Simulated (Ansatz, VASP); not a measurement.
**Two plane-wave programs on MgO**

```
Mg O
1.0
     2.84988    0.00000    0.00000
    -1.42494    2.46807    0.00000
     0.00000    0.00000    2.76007
Mg O
1 1
Cartesian
  0.0000 0.0000 0.0000
  0.0000 1.6454 1.3800
```

Change from the starting cell: strain -0.030 along x and y, +0.030 along z, atoms carried along.

Alike in both runs: task single point; functional LDA; k mesh 9 × 9 × 8; occupations gaussian, width 0.05 eV; no spin polarisation.

```csv
,VASP,Ansatz
version,VASP 6.6.1,Ansatz 0.2.0
potentials or method,"VASP PAW LDA potentials, release 64 (Mg_sv, O), cutoff 750 eV","scalar-relativistic, plane waves, PAW"
valence electrons in the cell,16,16
```

VASP gave:

- gap on the k mesh at the Fermi level (eV): 2.86
- least direct gap on the mesh (eV): 3.27
- pressure (GPa): -6.6
- traceless stress, the component that is largest in VASP (GPa): -21.81

Problem. Estimate Ansatz's values.

Solution. gap on the k mesh at the Fermi level (eV): 2.84; least direct gap on the mesh (eV): 3.25; pressure (GPa): -6.4; traceless stress, the component that is largest in VASP (GPa): -21.94.

LDA's correlation is that of Perdew and Zunger in VASP and of Perdew and Wang (1992) in Ansatz.
